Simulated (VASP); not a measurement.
Write the native input for VASP 6.6.1 that does the following.

- Task: single point
- Functional: PBE
- Potentials or basis: VASP PAW PBE potentials, release 64 (Na_sv, Cl)
- Cutoff: 970 eV
- k mesh: 2 × 2 × 2
- Occupations: fermi-dirac, width 0.02 eV
- Spin: collinear spin
- Starting moments: [0.0, 0.0, 0.0, 0.0, 0.0, 0.0, 0.0, 0.0, 0.0, 0.0, 0.0, 0.0, 0.0, 0.0, 0.0, 0.0, 1.0] μB
- Dipole correction: no
- Further INCAR settings: LREAL = Auto; ALGO = Normal; EDIFF = 1e-06; NBANDS = 86

The structure of Na8Cl9 (a cell with a defect) lies in POSCAR:

```
Na8Cl9
1.0
    0.0000000000      5.6850000000      5.6850000000
    5.6850000000      0.0000000000      5.6850000000
    5.6850000000      5.6850000000      0.0000000000
Na Cl
8 9
Direct
    0.0027743001      0.0040363103      0.0520581802
    0.0012748304      0.0025133443      0.4421172987
    0.0154896652      0.5309409948     -0.0233551848
    0.0036954391      0.4796353181      0.5078743196
    0.5284952962      0.0156762951     -0.0221361491
    0.4775596273      0.0038252630      0.5087706764
    0.5067550926      0.5057270677      0.0201219959
    0.5073961461      0.5063421073      0.4661011129
    0.2569175344      0.2584804022      0.2338217084
    0.2571405390      0.2584075056      0.7500837664
    0.2652294071      0.7475049091      0.2433398000
    0.3383865102      0.6791124117      0.7408636131
    0.7465856589      0.2651700817      0.2438377118
    0.6830773972      0.3341787261      0.7409823247
    0.7577118646      0.7583718076      0.2467910012
    0.7570349439      0.7577659045      0.7376506318
    0.0146457477      0.0096711510      0.7375448929
```

These files were run (other wordings do the same):

INCAR

```
SYSTEM = Na8Cl9
ALGO = Normal ; EDIFF = 1E-6
ENCUT = 970 ; GGA = PE
GGA_COMPAT = .False. ; ISIF = 2
ISMEAR = -1 ; ISPIN = 2
LASPH = .True. ; LCHARG = .False.
LORBIT = 11 ; LREAL = Auto
LWAVE = .False. ; MAGMOM = 0 0 0 0 0 0 0 0 0 0 0 0 0 0 0 0 1
NBANDS = 86 ; NELM = 200
PREC = Accurate ; SIGMA = 0.02
```

KPOINTS

```
k-points
0
Gamma
  2 2 2
  0 0 0
```

Potentials or basis: VASP PAW PBE potentials, release 64 (Na_sv, Cl).

Run with:

```console
$ cat potpaw_PBE.64/Na_sv/POTCAR potpaw_PBE.64/Cl/POTCAR > POTCAR
$ mpirun -np 1 vasp_std > vasp.out
```

Results of the run:

```yaml
Pressure: 3.1 GPa
Largest_force: 0.061 eV/Å
Net_moment: 0.00 μB per cell
Valence_electrons_inside_the_program's_atomic_spheres: Na 7.54; Cl 5.17, 5.20, 5.12, 5.13 (each value once)
```

Caveat: the k points lie up to 0.48 Å⁻¹ apart.

Wall time 35 min on 1 thread of AMD EPYC 9R45 96-Core Processor (Zen 5), with other jobs on the host, peak memory 1.8 GiB.
